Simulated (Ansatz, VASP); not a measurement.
## Re in VASP and in Ansatz

File INCAR:

```
SYSTEM = Re
PREC     = Accurate       ! precision mode
ENCUT    = 600            ! plane-wave cutoff, eV
EDIFF    = 1E-6           ! SCF threshold, eV
ISMEAR   = -1             ! smearing method
SIGMA    = 0.1            ! smearing width, eV
LREAL    = .False.        ! projectors in reciprocal space
LASPH    = .True.         ! aspherical terms in the spheres
NELM     = 120            ! most SCF steps
ALGO     = Normal         ! electronic algorithm
ISIF     = 2              ! what is computed and relaxed
LWAVE    = .False.        ! write WAVECAR
LCHARG   = .True.         ! write CHGCAR
GGA      = CA             ! functional
LELF     = .True.         ! ELF
LVHAR    = .True.       
NBANDS   = 14             ! bands
GGA_COMPAT= .False.
```

Contents of KPOINTS:

```
regular mesh
0
Gamma
  19 19 10
  0 0 0
```

POSCAR

```
Re
1.0
    2.7391880258      0.0000000000      0.0000000000
   -1.3695940129      2.3722064161      0.0000000000
    0.0000000000      0.0000000000      4.4118668232
Re
2
Direct
    0.3333333333      0.6666666667      0.2500000000
    0.6666666667      0.3333333333      0.7500000000
```

Input for Ansatz:

```yaml
crystal:
  lattice:
    - [2.7391880258, 0.0, 0.0]
    - [-1.3695940129, 2.3722064161, 0.0]
    - [0.0, 0.0, 4.4118668232]
  atoms:
    - { symbol: Re, position: [0.3333333333, 0.6666666667, 0.25] }
    - { symbol: Re, position: [0.6666666667, 0.3333333333, 0.75] }
hamiltonian:
  xc: lda
  pseudopotentials:
    kind: paw
    azcp:
      Re: "pseudopotentials/Re.paw.azcp"
basis:
  ecutwfc: 420
  fft_grid_basis: typed
kpoints:
  mp_grid: { grid: [19, 19, 10], shift: [0, 0, 0] }
magnetization:
  spin_polarized: false
scf:
  occupations: { method: fermi_dirac, width: 0.1 }
  lower_state_search: "off"
output:
  stress: true
```

Alike in both runs: task single point; functional LDA; k mesh 19 × 19 × 10; occupations fermi-dirac, width 0.1 eV; no spin polarisation.

|  | VASP | Ansatz |
| --- | --- | --- |
| version | VASP 6.6.1 | Ansatz 0.2.0 |
| potentials or method | VASP PAW LDA potentials, release 64 (Re), cutoff 600 eV | plane waves (420 eV) with PAW, scalar-relativistic |
| valence electrons in the cell | 14 | 30 |

|  | VASP | Ansatz | Ansatz less VASP |
| --- | --- | --- | --- |
| pressure (GPa) | 1.7 | 0.0 | -1.68 |
| traceless stress, the component that is largest in VASP (GPa) | 0.01 | 0.13 | +0.121 |

Ansatz warns that its potentials were made for another functional, while VASP's fit it. LDA's correlation is that of Perdew and Zunger in VASP and of Perdew and Wang (1992) in Ansatz. VASP's potentials hold 14 valence electrons a cell and Ansatz's 30, so a difference there can come from the potentials and not from the codes.

Neither program's run includes spin-orbit coupling.
